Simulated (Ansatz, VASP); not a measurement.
# Al3Cu: VASP beside Ansatz

```
Al Cu
1.0
     3.92415    0.00000    0.00000
     0.00000    3.92415    0.00000
     0.00000    0.00000    3.92415
Al Cu
3 1
Direct
  0.00000 0.50000 0.50000
  0.50000 0.00000 0.50000
  0.50000 0.50000 0.00000
  0.00000 0.00000 0.00000
```

Alike in both runs: task single point; functional r2SCAN; k mesh 18 × 18 × 18; occupations gaussian, width 0.1 eV; no spin polarisation.

|  | VASP | Ansatz |
| --- | --- | --- |
| version | VASP 6.6.1 | Ansatz 0.2.0 |
| potentials or method | VASP PAW PBE potentials, release 64 (Al, Cu), cutoff 520 eV | scalar-relativistic, plane waves, PAW |
| valence electrons in the cell | 20 | 28 |

|  | VASP | Ansatz | Ansatz less VASP |
| --- | --- | --- | --- |
| gap on the k mesh at the Fermi level (eV) | none | none | - |
| pressure (GPa) | -2.9 | -2.7 | +0.12 |

VASP's potentials were made for PBE, not for r2SCAN. A gap of «none» marks a metal or a gap that the smearing closes. With one functional, cell and mesh, what is left measures potentials, basis and numerics. VASP's potentials hold 20 valence electrons a cell and Ansatz's 28, so a difference there can come from the potentials and not from the codes.
